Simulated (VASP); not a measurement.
A run of VASP 6.6.1:

The input INCAR:

```
SYSTEM = BeS
PREC = Accurate
ENCUT = 520
EDIFF = 1E-7
ISMEAR = 0
SIGMA = 0.05
LREAL = .FALSE.
LASPH = .TRUE.
NELM = 60
ALGO = Normal
ISIF = 2
LWAVE = .FALSE.
LCHARG = .FALSE.
GGA = PS
NBANDS = 11
```

Contents of KPOINTS:

```
regular mesh
0
G
  10 10 10
  0 0 0
```

File POSCAR:

```
BeS
1.0
    0.0000000000      2.2210784092      2.3681398968
    2.3681398968      0.0000000000      2.3681398968
    2.3681398968      2.2210784092      0.0000000000
Be S
1 1
Direct
    0.0000000000      0.0000000000      0.0000000000
    0.7500000000      0.7500000000      0.7500000000
```

Potentials or basis: VASP PAW PBE potentials, release 64 (Be, S).

Run with:

```bash
$ cat potpaw_PBE.64/Be/POTCAR potpaw_PBE.64/S/POTCAR > POTCAR
$ mpirun -np 1 vasp_std > vasp.out
```

Hardware: 1 thread of Intel(R) Xeon(R) 6975P-C (Granite Rapids), with other jobs on the host.

Q: How long does it take, and how much memory?

A: Wall time 11 s on 1 thread of Intel(R) Xeon(R) 6975P-C (Granite Rapids) (shared host), peak memory 0.15 GiB. Counts: scf iterations 13, k points 102.
